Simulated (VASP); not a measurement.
Here is a VASP 6.6.1 calculation.

Contents of INCAR:

```
SYSTEM = MoS2
ALGO = Normal
EDIFF = 1E-6
ENCUT = 520
GGA = PE
ISIF = 2
ISMEAR = -1
IVDW = 12
LASPH = .TRUE.
LCHARG = .FALSE.
LREAL = .FALSE.
LWAVE = .FALSE.
NBANDS = 35
NELM = 100
PREC = Accurate
SIGMA = 0.02
```

KPOINTS

```
k-points
0
G
  12 12 2
  0 0 0
```

The input POSCAR:

```
MoS2
1.0
    3.1491671574      0.0000000000      0.0000000000
   -1.5745835787      2.7272587590      0.0000000000
    0.0000000000      0.0000000000     12.0913725984
Mo S
2 4
Direct
    0.3333333333      0.6666666667      0.2500000000
    0.6666666667      0.3333333333      0.7500000000
    0.3333333333      0.6666666667      0.6205056113
    0.6666666667      0.3333333333      0.1205056113
    0.3333333333      0.6666666667      0.8794943887
    0.6666666667      0.3333333333      0.3794943887
```

Potentials or basis: VASP PAW PBE potentials, release 64 (Mo_sv, S).

Command:

```bash
$ cat potpaw_PBE.64/Mo_sv/POTCAR potpaw_PBE.64/S/POTCAR > POTCAR
$ mpirun -np 1 vasp_std > vasp.out
```

(1) Predict the pressure.

(2) What does it give for the largest force?

(3) What does it give for the dispersion energy per atom?

## Answers

(1) -0.1 GPa.

(2) 0.011 eV/Å.

(3) -0.438 eV.

**What was measured.**

“Multiwavelength excitation Raman Scattering Analysis of bulk and 2 dimensional MoS2: Vibrational properties of atomically thin MoS2 layers”, 2015, arxiv:1506.03228 reports, for a bulk crystal of MoS2 at 300 K: band gap 1.3 eV (indirect).

Against the measured gap of MoS2, 1.3 eV (indirect; 300 K; “Multiwavelength excitation Raman Scattering Analysis of bulk and 2 dimensional MoS2: Vibrational properties of atomically thin MoS2 layers”, 2015, arxiv:1506.03228), the calculated 0.80 eV is off by -0.50 eV. Spin-orbit coupling on Mo is left out. The value is that of PBE+D3(BJ) on a finite k mesh, which can miss the band edges, without temperature or zero-point motion. Semilocal functionals fall short of measured gaps as a rule.
